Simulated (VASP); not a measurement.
**Nb2C3: single point with PBE**

The system is Nb2C3.

```xyz
5
Lattice="3.8036 0.0000 0.0000 0.0000 3.8036 0.0000 0.0000 0.0000 3.9857" Properties=species:S:1:pos:R:3 pbc="T T T"
Nb    0.0000    0.0000    0.0000
Nb    1.9018    1.9018    0.0000
C     0.0000    1.9018    1.9928
C     1.9018    0.0000    1.9928
C     0.0000    0.0000    1.9928
```

The cell was generated, and may not be a known phase.

```
Program                : VASP 6.6.1
Task                   : single point
Functional             : PBE
Potentials or basis    : VASP PAW PBE potentials, release 64 (Nb_sv, C)
Cutoff                 : 520 eV
k mesh                 : 4 × 4 × 4
Occupations            : gaussian, width 0.1 eV
Spin                   : collinear spin
Starting moments       : [1.0, 1.0, 0.0, 0.0, 0.0] μB
Dipole correction      : no
Further INCAR settings : ALGO = Normal; EDIFF = 1e-06; NBANDS = 31
```

| Quantity | Value |
| --- | --- |
| Pressure | -0.3 GPa |
| Band gap on the k mesh | zero (filled and empty bands overlap) |
| Net moment | 0.00 μB per cell |
| Valence electrons inside the program's atomic spheres | Nb 10.96, 10.68; C 2.12, 2.35 (each value once) |

Stress tensor (GPa, compression positive):
```
-0.22  0.00  0.00
 0.00 -0.22  0.00
 0.00  0.00 -0.53
```

Levels at points of the mesh, in eV from the Fermi level:
Spin up:
| k point | band 15 | band 16 | band 17 | band 18 | band 19 | band 20 | band 21 | band 22 | band 23 | band 24 |
| --- | --- | --- | --- | --- | --- | --- | --- | --- | --- | --- |
| (0.00, 0.00, 0.00) | -3.45 | -2.96 | -2.48 | -1.52 | -1.52 | -0.63 | 0.36 | 0.36 | 2.16 | 2.39 |
| (0.50, 0.00, 0.00) | -2.78 | -1.99 | -0.28 | -0.13 | -0.10 | 0.06 | 0.19 | 0.31 | 0.64 | 0.70 |
| (0.50, 0.50, 0.00) | -2.92 | -2.27 | -0.62 | -0.07 | 0.42 | 2.46 | 2.46 | 2.95 | 3.03 | 3.03 |
| (0.00, 0.00, 0.50) | -4.96 | -4.08 | -3.36 | -1.21 | -1.21 | 0.54 | 2.37 | 2.37 | 2.95 | 4.50 |
| (0.50, 0.00, 0.50) | -3.70 | -2.95 | -0.95 | -0.19 | -0.11 | 0.60 | 0.71 | 0.89 | 1.29 | 1.38 |
| (0.50, 0.50, 0.50) | -2.89 | -2.65 | -2.62 | 0.52 | 0.52 | 1.07 | 1.07 | 1.19 | 1.19 | 1.27 |
Spin down:
```tsv
k point	band 17	band 18	band 19	band 20	band 21	band 22
(0.00, 0.00, 0.00)	-2.48	-1.52	-1.52	-0.63	0.36	0.36
(0.50, 0.00, 0.00)	-0.28	-0.13	-0.10	0.06	0.19	0.31
(0.50, 0.50, 0.00)	-0.62	-0.07	0.42	2.46	2.46	2.95
(0.00, 0.00, 0.50)	-3.36	-1.21	-1.21	0.54	2.37	2.37
(0.50, 0.00, 0.50)	-0.95	-0.19	-0.11	0.60	0.71	0.89
(0.50, 0.50, 0.50)	-2.62	0.52	0.52	1.07	1.07	1.19
```

It took 92 s on 1 thread of Intel Xeon 8259CL (shared host), peak memory 0.2 GiB.

Caveat: the k points lie up to 0.41 Å⁻¹ apart, too coarse for converged energies and pressures of a metal.
